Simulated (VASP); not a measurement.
# Co (P6_3/mmc) in VASP: further runs

Co is run at these levels: PBEsol; tasks: relaxation of shape and atoms at fixed volume.

Everything below comes from runs of VASP 6.6.1. Logs are shortened: lines on timing, memory, paths and dates and some standing lists are left out, and cuts for length are marked.

### Step 1. The cell of the first run

It takes space group P6_3/mmc (No. 194, hexagonal). The conventional cell has a = 2.354 Å, b = 2.354 Å, c = 3.802 Å, α = 90.00°, β = 90.00°, γ = 120.00°. Co (site symmetry -6m2) has 12 Co at 2.34 to 2.35 Å within 3.1 Å.

### Step 2. Relaxation of shape and atoms at fixed volume, PBEsol, collinear spin, ferromagnetic start (9.13 Å³/atom)

INCAR

```
SYSTEM = Co
ALGO = Normal
EDIFF = 1E-6
EDIFFG = -0.01
ENCUT = 600
GGA = PS
IBRION = 2
ISIF = 4
ISMEAR = 0
ISPIN = 2
LASPH = .TRUE.
LCHARG = .FALSE.
LMAXMIX = 4
LORBIT = 11
LREAL = .FALSE.
LWAVE = .FALSE.
MAGMOM = 1.8 1.8
NELM = 150
NSW = 50
PREC = Accurate
SIGMA = 0.1
```

KPOINTS

```
k-points
0
G
  18 18 10
  0 0 0
```

POSCAR

```
Co
1.0
    2.3544583716      0.0000000000      0.0000000000
   -1.1772291858      2.0390207620      0.0000000000
    0.0000000000      0.0000000000      3.8021558067
Co
2
Direct
    0.3333333333      0.6666666667      0.2500000000
    0.6666666667      0.3333333333      0.7500000000
```

Potentials or basis: VASP PAW PBE potentials, release 64 (Co).

Command:

```sh
cat potpaw_PBE.64/Co/POTCAR > POTCAR
mpirun -np 1 vasp_std > vasp.out
```

OUTCAR:

```text
SYSTEM = Co
   EDIFF = 1E-6
   EDIFFG = -0.01
   ENCUT = 600
   GGA = PS
   IBRION = 2
   ISIF = 4
   ISMEAR = 0
   ISPIN = 2
   LASPH = .TRUE.
   LORBIT = 11
   LREAL = .FALSE.
   NELM = 150
   NSW = 50
   PREC = Accurate

 ion  position               nearest neighbor table
   1  0.333  0.667  0.250-   2 2.34   2 2.34   2 2.34   2 2.34   2 2.34   2 2.34
   2  0.667  0.333  0.750-   1 2.34   1 2.34   1 2.34   1 2.34   1 2.34   1 2.34

  LATTYP: Found a hexagonal cell.
 ALAT       =     2.3544583716
 C/A-ratio  =     1.6148749337

  Lattice vectors:

 A1 = (   2.3544583716,   0.0000000000,   0.0000000000)
 A2 = (  -1.1772291858,   2.0390207620,   0.0000000000)
 A3 = (   0.0000000000,   0.0000000000,   3.8021558067)

Analysis of symmetry for initial positions (statically):
=====================================================================
 Subroutine PRICEL returns:
 Original cell was already a primitive cell.

 Routine SETGRP: Setting up the symmetry group for a
 hexagonal supercell.

 Subroutine GETGRP returns: Found 24 space group operations
 (whereof 12 operations were pure point group operations)
 out of a pool of 24 trial point group operations.

The static configuration has the point symmetry D_3d.
 The point group associated with its full space group is D_6h.

Analysis of symmetry for dynamics (positions and initial velocities):
=====================================================================
 Subroutine PRICEL returns:
 Original cell was already a primitive cell.

 Routine SETGRP: Setting up the symmetry group for a
 hexagonal supercell.

 Subroutine GETGRP returns: Found 24 space group operations
 (whereof 12 operations were pure point group operations)
 out of a pool of 24 trial point group operations.

The dynamic configuration has the point symmetry D_3d.
 The point group associated with its full space group is D_6h.

Analysis of structural, dynamic, and magnetic symmetry:
=====================================================================
 Subroutine PRICEL returns:
 Original cell was already a primitive cell.

 Routine SETGRP: Setting up the symmetry group for a
 hexagonal supercell.

 Subroutine GETGRP returns: Found 24 space group operations
 (whereof 12 operations were pure point group operations)
 out of a pool of 24 trial point group operations.

The overall configuration has the point symmetry D_3d.
 The point group associated with its full space group is D_6h.

 Subroutine INISYM returns: Found 24 space group operations
 (whereof 12 operations are pure point group operations),
 and found     1 'primitive' translations
[... 185 lines left out ...]
  ext. energy  EPLUGINS =         0.00000000
  ---------------------------------------------------
  free energy    TOTEN  =       -15.20387535 eV

  energy without entropy =      -15.19451541  energy(sigma->0) =      -15.19919538

 E-fermi :  12.7181     XC(G=0): -14.6346

 val. band max:       12.7168998547   @ k =   0.2222   0.1111   0.2000
 cond. band min:      12.7238084793   @ k =   0.3333   0.2222   0.4000
 fundamental gap:      0.0069086246
 Fermi energy:        12.7181260858

 spin component 1

 k-point     1 :       0.0000    0.0000    0.0000
  band No.  band energies     occupation
      1       2.7181      1.00000
      2       6.7018      1.00000
      3       9.8987      1.00000
      4       9.9077      1.00000
      5       9.9077      1.00000
      6      10.3333      1.00000
      7      10.3333      1.00000
      8      10.7887      1.00000
      9      10.7887      1.00000
     10      12.2467      1.00000
     11      12.2467      1.00000
     12      12.5757      0.97802
     13      20.8319      0.00000
     14      36.0739      0.00000
[... 403 lines left out ...]
      4       9.4083      1.00000
      5       9.6179      1.00000
      6      10.0051      1.00000
      7      10.4378      1.00000
      8      12.2117      1.00000
      9      12.4292      0.99998
     10      12.4738      0.99972
     11      14.4227      0.00000
     12      18.3927      0.00000
     13      23.6085      0.00000
     14      24.6511      0.00000
     15      26.8544      0.00000

 [... further k-points ...]

 spin component 2

 k-point     1 :       0.0000    0.0000    0.0000
  band No.  band energies     occupation
      1       2.8124      1.00000
      2       7.5840      1.00000
      3      11.3738      1.00000
      4      11.3738      1.00000
      5      11.3775      1.00000
      6      11.8539      1.00000
      7      11.8539      1.00000
      8      12.3727      1.00000
      9      12.3727      1.00000
     10      12.6438      0.85325
     11      13.9450      0.00000
     12      13.9450      0.00000
     13      21.8196      0.00000
     14      35.9614      0.00000
[... 403 lines left out ...]
      4      10.1672      1.00000
      5      11.0401      1.00000
      6      11.3489      1.00000
      7      11.8588      1.00000
      8      13.8775      0.00000
      9      14.1257      0.00000
     10      14.2002      0.00000
     11      15.6846      0.00000
     12      19.2397      0.00000
     13      24.1940      0.00000
     14      25.1473      0.00000
     15      27.2384      0.00000

 [... further k-points ...]
[... 5 lines left out ...]
  --------------------------------------------------------------------------------------
  -------------------------------------------------------------------------------------
  Total        4.6178453      4.6178453      4.6276070      0.0000000      0.0000000      0.0000000
  in kB      405.3287286    405.3287286    406.1855559      0.0000000      0.0000000      0.0000000
  external PRESSURE =     405.6143377 kB  Pullay stress =       0.0000000 kB

 VOLUME and BASIS-vectors are now :
 -----------------------------------------------------------------------------
  energy-cutoff  :      600.00
  volume of cell :       18.25
      direct lattice vectors                 reciprocal lattice vectors
     2.355330019  0.000000000  0.000000000     0.424568953  0.245124999  0.000000000
    -1.177665010  2.039775631 -0.000000000    -0.000000000  0.490249998  0.000000000
     0.000000000 -0.000000000  3.799342165    -0.000000000  0.000000000  0.263203459

 POSITION                                       TOTAL-FORCE (eV/Angst)
 -----------------------------------------------------------------------------------
     -0.00000      1.35985      0.94984        -0.000000     -0.000000      0.000000
      1.17767      0.67993      2.84951         0.000000      0.000000      0.000000
 -----------------------------------------------------------------------------------
    total drift:                               -0.000000      0.000000     -0.000000

  FREE ENERGIE OF THE ION-ELECTRON SYSTEM (eV)
  ---------------------------------------------------
  free  energy   TOTEN  =       -15.2038753537 eV

  energy  without entropy=      -15.1945154148  energy(sigma->0) =      -15.19919538

 reached required accuracy - stopping structural energy minimisation

 total charge

# of ion       s       p       d       tot
------------------------------------------
    1        0.570   0.696   7.406   8.672
    2        0.570   0.696   7.406   8.672
--------------------------------------------------
tot          1.140   1.392  14.812  17.344

 magnetization (x)

# of ion       s       p       d       tot
------------------------------------------
    1       -0.016  -0.052   1.514   1.446
    2       -0.016  -0.052   1.514   1.446
--------------------------------------------------
tot         -0.032  -0.103   3.028   2.893
```

OSZICAR:

```text
N       E                     dE             d eps       ncg     rms          rms(c)
DAV:   1     0.834588871800E+02    0.83459E+02   -0.91468E+03 13880   0.184E+03
DAV:   2    -0.151153370324E+02   -0.98574E+02   -0.91147E+02 13355   0.273E+02
DAV:   3    -0.175121718227E+02   -0.23968E+01   -0.23376E+01 15770   0.597E+01
[... 11 lines left out ...]
       N       E                     dE             d eps       ncg     rms          rms(c)
DAV:   1    -0.152039614252E+02   -0.97129E-04   -0.30911E-03 15343   0.483E-01    0.601E-02
DAV:   2    -0.152038968035E+02    0.64622E-04   -0.47114E-05 17977   0.120E-01    0.304E-02
DAV:   3    -0.152038752193E+02    0.21584E-04   -0.26428E-05 17393   0.626E-02    0.887E-03
DAV:   4    -0.152038753537E+02   -0.13436E-06   -0.19221E-06 11946   0.206E-02
   2 F= -.15203875E+02 E0= -.15199195E+02  d E =-.104041E-04  mag=     2.9242
```

It took 71 s on 1 thread of Intel Xeon 6975P-C (Granite Rapids), shared host; peak memory 0.23 GiB.

What came out:

```yaml
Free_energy: -15.2039 eV
Energy_gained_by_relaxing: 0.0 meV/atom
Ionic_steps: 2
Pressure_after_relaxing: 40.6 GPa
Net_moment: 2.92 μB per cell
Site_moments: Co +1.45 μB
Valence_electrons_inside_the_program's_atomic_spheres: Co 8.67
```

Final structure:
```
Co
1.0
     2.35533    0.00000    0.00000
    -1.17767    2.03978    0.00000
     0.00000    0.00000    3.79934
Co
2
Direct
  0.33333 0.66667 0.25000
  0.66667 0.33333 0.75000
```

Levels at points of the mesh, in eV from the Fermi level:
Spin up:
| k point | band 6 | band 7 | band 8 | band 9 | band 10 | band 11 | band 12 | band 13 | band 14 | band 15 |
| --- | --- | --- | --- | --- | --- | --- | --- | --- | --- | --- |
| (0.00, 0.00, 0.00) | -2.38 | -2.38 | -1.93 | -1.93 | -0.47 | -0.47 | -0.14 | 8.11 | 23.36 | 27.03 |
| (0.50, 0.00, 0.00) | -2.71 | -2.27 | -0.31 | -0.16 | -0.11 | 1.90 | 4.32 | 11.20 | 12.07 | 14.48 |
| (0.00, 0.00, 0.50) | -2.90 | -2.90 | -2.90 | -0.87 | -0.87 | -0.87 | -0.87 | 17.18 | 17.18 | 24.23 |
| (0.50, 0.00, 0.50) | -1.76 | -0.88 | -0.88 | -0.19 | -0.19 | 1.95 | 1.95 | 9.00 | 9.00 | 20.73 |
Spin down:
| k point | band 5 | band 6 | band 7 | band 8 | band 9 | band 10 |
| --- | --- | --- | --- | --- | --- | --- |
| (0.00, 0.00, 0.00) | -1.34 | -0.86 | -0.86 | -0.35 | -0.35 | -0.07 |
| (0.50, 0.00, 0.00) | -1.56 | -1.38 | -0.85 | 1.40 | 1.58 | 1.62 |
| (0.00, 0.00, 0.50) | -1.43 | -1.43 | -1.43 | -1.43 | 0.80 | 0.80 |
| (0.50, 0.00, 0.50) | -0.20 | -0.20 | 0.28 | 0.28 | 1.53 | 1.53 |

Caveat: the PAW data sets were made with another functional, which shifts forces and pressure a little.

### Step 3. Relaxation of shape and atoms at fixed volume, PBEsol, collinear spin, ferromagnetic start (9.44 Å³/atom)

This run uses another cell than the first one, of 9.44 Å³/atom.

INCAR

```
ALGO = Normal
EDIFF = 1E-6
EDIFFG = -0.01
ENCUT = 600
GGA = PS
IBRION = 2
ISIF = 4
ISMEAR = 0
ISPIN = 2
LASPH = T
LCHARG = F
LMAXMIX = 4
LORBIT = 11
LREAL = F
LWAVE = F
MAGMOM = 1.8 1.8
NELM = 150
NSW = 50
PREC = Accurate
SIGMA = 0.1
```

KPOINTS

```
k-points
0
Gamma
  18 18 10
```

POSCAR

```
Co
1.0
    2.3807719350      0.0000000000      0.0000000000
   -1.1903859675      2.0618089763      0.0000000000
    0.0000000000      0.0000000000      3.8453429042
Co
2
Direct
    0.3333333333      0.6666666667      0.2500000000
    0.6666666667      0.3333333333      0.7500000000
```

Potentials or basis: VASP PAW PBE potentials, release 64 (Co).

Command:

```sh
cat potpaw_PBE.64/Co/POTCAR > POTCAR
mpirun -np 1 vasp_std > vasp.out
```

Run time: 74 s. Hardware: 1 thread of Intel Xeon 6975P-C (Granite Rapids), shared host; peak memory 0.24 GiB.

It converged, with:

| Quantity | Value |
| --- | --- |
| Free energy | -15.3359 eV |
| Energy gained by relaxing | 0.0 meV/atom |
| Ionic steps | 2 |
| Pressure after relaxing | 27.6 GPa |
| Net moment | 3.01 μB per cell |
| Site moments | Co +1.49 μB |
| Valence electrons inside the program's atomic spheres | Co 8.58 |

Final structure:
```cif
data_structure
_symmetry_space_group_name_H-M 'P 1'
_symmetry_Int_Tables_number 1
_cell_length_a 2.3815
_cell_length_b 2.3815
_cell_length_c 3.8431
_cell_angle_alpha 90.000
_cell_angle_beta 90.000
_cell_angle_gamma 120.000
_cell_volume 18.88
loop_
_atom_site_label
_atom_site_type_symbol
_atom_site_fract_x
_atom_site_fract_y
_atom_site_fract_z
_atom_site_occupancy
Co1 Co 0.33333 0.66667 0.25000 1
Co2 Co 0.66667 0.33333 0.75000 1
```

Levels at points of the mesh, in eV from the Fermi level:
Spin up:
| k point | band 8 | band 9 | band 10 | band 11 | band 12 | band 13 |
| --- | --- | --- | --- | --- | --- | --- |
| (0.00, 0.00, 0.00) | -1.92 | -1.92 | -0.54 | -0.54 | -0.15 | 7.74 |
| (0.50, 0.00, 0.00) | -0.39 | -0.25 | -0.20 | 1.77 | 4.10 | 10.87 |
| (0.00, 0.00, 0.50) | -2.84 | -0.92 | -0.92 | -0.92 | -0.92 | 16.74 |
| (0.50, 0.00, 0.50) | -0.91 | -0.27 | -0.27 | 1.86 | 1.86 | 8.63 |
Spin down:
| k point | band 5 | band 6 | band 7 | band 8 | band 9 | band 10 |
| --- | --- | --- | --- | --- | --- | --- |
| (0.00, 0.00, 0.00) | -1.25 | -0.79 | -0.79 | -0.30 | -0.30 | -0.09 |
| (0.50, 0.00, 0.00) | -1.45 | -1.30 | -0.79 | 1.37 | 1.54 | 1.57 |
| (0.00, 0.00, 0.50) | -1.33 | -1.33 | -1.33 | -1.33 | 0.80 | 0.80 |
| (0.50, 0.00, 0.50) | -0.16 | -0.16 | 0.28 | 0.28 | 1.49 | 1.49 |

Caveat: the PAW data sets were made with another functional, which shifts forces and pressure a little.

### Step 4. Relaxation of shape and atoms at fixed volume, PBEsol, collinear spin, ferromagnetic start (9.75 Å³/atom)

This run uses another cell than the first one, of 9.75 Å³/atom.

INCAR

```
SYSTEM = Co
ALGO     = Fast           ! electronic algorithm
EDIFF    = 1E-7           ! SCF threshold, eV
EDIFFG   = -0.01          ! ionic threshold
ENCUT    = 600            ! plane-wave cutoff, eV
GGA      = PS             ! functional
IBRION   = 2              ! ionic algorithm
ISIF     = 4              ! what is computed and relaxed
ISMEAR   = 0              ! smearing method
ISPIN    = 2              ! spin polarisation
LASPH    = .TRUE.         ! aspherical terms in the spheres
LCHARG   = .FALSE.        ! write CHGCAR
LMAXMIX  = 4              ! l up to which the mixer works
LORBIT   = 11             ! projections on sites
LREAL    = .FALSE.        ! projectors in reciprocal space
LWAVE    = .FALSE.        ! write WAVECAR
MAGMOM   = 1.8 1.8        ! initial moments
NELM     = 150            ! most SCF steps
NSW      = 50             ! ionic steps
PREC     = Accurate       ! precision mode
SIGMA    = 0.1            ! smearing width, eV
```

KPOINTS

```
k-points
0
G
  18 18 10
  0 0 0
```

POSCAR

```
Co
1.0
    2.4064753410      0.0000000000      0.0000000000
   -1.2032376705      2.0840687788      0.0000000000
    0.0000000000      0.0000000000      3.8877138509
Co
2
Direct
    0.3333333333      0.6666666667      0.2500000000
    0.6666666667      0.3333333333      0.7500000000
```

Command:

```sh
cat potpaw_PBE.64/Co/POTCAR > POTCAR
mpirun -np 1 vasp_std > vasp.out
```

Run time: 91 s. Hardware: 1 thread of Intel Xeon 6975P-C (Granite Rapids), shared host; peak memory 0.23 GiB.

It converged, with:

```
Free energy                                           : -15.4211 eV
Energy gained by relaxing                             : 0.0 meV/atom
Ionic steps                                           : 2
Pressure after relaxing                               : 16.4 GPa
Net moment                                            : 3.06 μB per cell
Site moments                                          : Co +1.53 μB
Valence electrons inside the program's atomic spheres : Co 8.50
```

Final structure:
```
Co
1.0
     2.40720    0.00000    0.00000
    -1.20360    2.08470    0.00000
     0.00000    0.00000    3.88536
Co
2
Direct
  0.33333 0.66667 0.25000
  0.66667 0.33333 0.75000
```

Levels at points of the mesh, in eV from the Fermi level:
Spin up:
| k point | band 6 | band 7 | band 8 | band 9 | band 10 | band 11 | band 12 | band 13 | band 14 | band 15 |
| --- | --- | --- | --- | --- | --- | --- | --- | --- | --- | --- |
| (0.00, 0.00, 0.00) | -2.33 | -2.33 | -1.92 | -1.92 | -0.60 | -0.60 | -0.14 | 7.40 | 22.81 | 26.26 |
| (0.50, 0.00, 0.00) | -2.62 | -2.22 | -0.46 | -0.33 | -0.28 | 1.65 | 3.90 | 10.57 | 11.35 | 13.78 |
| (0.00, 0.00, 0.50) | -2.79 | -2.79 | -2.79 | -0.97 | -0.97 | -0.97 | -0.97 | 16.32 | 16.32 | 23.62 |
| (0.50, 0.00, 0.50) | -1.77 | -0.94 | -0.94 | -0.35 | -0.35 | 1.78 | 1.78 | 8.29 | 8.29 | 19.75 |
Spin down:
| k point | band 4 | band 5 | band 6 | band 7 | band 8 | band 9 | band 10 | band 11 |
| --- | --- | --- | --- | --- | --- | --- | --- | --- |
| (0.00, 0.00, 0.00) | -1.17 | -1.17 | -0.74 | -0.74 | -0.26 | -0.26 | -0.10 | 1.17 |
| (0.50, 0.00, 0.00) | -2.05 | -1.37 | -1.22 | -0.74 | 1.32 | 1.48 | 1.52 | 2.89 |
| (0.00, 0.00, 0.50) | -1.80 | -1.25 | -1.25 | -1.25 | -1.25 | 0.78 | 0.78 | 0.78 |
| (0.50, 0.00, 0.50) | -2.78 | -0.13 | -0.13 | 0.27 | 0.27 | 1.44 | 1.44 | 2.49 |

Caveat: the PAW data sets were made with another functional, which shifts forces and pressure a little.

### Step 5. Relaxation of shape and atoms at fixed volume, PBEsol, collinear spin, ferromagnetic start (10.06 Å³/atom)

This run uses another cell than the first one, of 10.06 Å³/atom.

INCAR

```
PREC = Accurate ; ENCUT = 600
EDIFF = 1E-6 ; ISMEAR = 0
SIGMA = 0.1 ; LREAL = False
LASPH = True ; NELM = 150
ALGO = Normal ; ISIF = 4
LWAVE = False ; LCHARG = False
ISPIN = 2 ; MAGMOM = 1.8 1.8
LORBIT = 11 ; LMAXMIX = 4
GGA = PS ; IBRION = 2
NSW = 50 ; EDIFFG = -0.01
```

KPOINTS

```
regular mesh
0
Gamma
  18 18 10
```

POSCAR

```
Co
1.0
    2.4316002383      0.0000000000      0.0000000000
   -1.2158001192      2.1058275782      0.0000000000
    0.0000000000      0.0000000000      3.9293132225
Co
2
Direct
    0.3333333333      0.6666666667      0.2500000000
    0.6666666667      0.3333333333      0.7500000000
```

Command:

```sh
cat potpaw_PBE.64/Co/POTCAR > POTCAR
mpirun -np 1 vasp_std > vasp.out
```

Run time: 74 s. Hardware: 1 thread of Intel Xeon 6975P-C (Granite Rapids), shared host; peak memory 0.23 GiB.

It converged, with:

* Free energy: -15.4664 eV
* Energy gained by relaxing: 0.0 meV/atom
* Ionic steps: 2
* Pressure after relaxing: 7.0 GPa
* Net moment: 3.10 μB per cell
* Site moments: Co +1.55 μB
* Valence electrons inside the program's atomic spheres: Co 8.43

Final structure:
```xyz
2
Lattice="2.4324 0.0000 0.0000 -1.2162 2.1065 0.0000 0.0000 0.0000 3.9267" Properties=species:S:1:pos:R:3 pbc="T T T"
Co    0.0000    1.4044    0.9817
Co    1.2162    0.7022    2.9450
```

Levels at points of the mesh, in eV from the Fermi level:
Spin up:
```csv
k point,band 7,band 8,band 9,band 10,band 11,band 12,band 13,band 14
"(0.00, 0.00, 0.00)",-2.30,-1.91,-1.91,-0.66,-0.66,-0.14,7.08,22.55
"(0.50, 0.00, 0.00)",-2.20,-0.52,-0.40,-0.35,1.54,3.71,10.29,11.03
"(0.00, 0.00, 0.50)",-2.74,-2.74,-1.01,-1.01,-1.01,-1.01,15.93,15.93
"(0.50, 0.00, 0.50)",-0.97,-0.97,-0.42,-0.42,1.71,1.71,7.96,7.96
```
Spin down:
```
           k point  band 3  band 4  band 5  band 6  band 7  band 8  band 9  band 10  band 11  band 12
(0.00, 0.00, 0.00)   -1.12   -1.11   -1.11   -0.69   -0.69   -0.23   -0.23    -0.11     1.13     1.13
(0.50, 0.00, 0.00)   -3.63   -1.99   -1.29   -1.16   -0.70    1.28    1.43     1.47     2.78     4.69
(0.00, 0.00, 0.50)   -1.72   -1.72   -1.18   -1.18   -1.18   -1.18    0.76     0.76     0.76     0.76
(0.50, 0.00, 0.50)   -2.65   -2.65   -0.11   -0.11    0.27    0.27    1.39     1.39     2.40     2.40
```

Caveat: the PAW data sets were made with another functional, which shifts forces and pressure a little.

### Step 6. The runs side by side

```csv
cell,gap on the mesh (eV),pressure (GPa),moment (μB)
"relaxed from a = 2.354, b = 2.354, c = 3.802 Å, angles 90.0, 90.0, 120.0°, 2 atoms",none,40.6,2.92
"relaxed from a = 2.381, b = 2.381, c = 3.845 Å, angles 90.0, 90.0, 120.0°, 2 atoms",none,27.6,3.01
"relaxed from a = 2.406, b = 2.406, c = 3.888 Å, angles 90.0, 90.0, 120.0°, 2 atoms",none,16.4,3.06
"relaxed from a = 2.432, b = 2.432, c = 3.929 Å, angles 90.0, 90.0, 120.0°, 2 atoms",none,7.0,3.10
```

Alike in all rows: task relaxation of shape and atoms at fixed volume; level PBEsol; potentials or basis VASP PAW PBE potentials, release 64 (Co); spin collinear, ferromagnetic start; k mesh 18 × 18 × 10; cutoff (eV) 600; smearing gaussian 0.1 eV.

Caveats: the PAW data sets were made with another functional, which shifts forces and pressure a little.

Absolute energies hang on the potentials; compare differences alone.
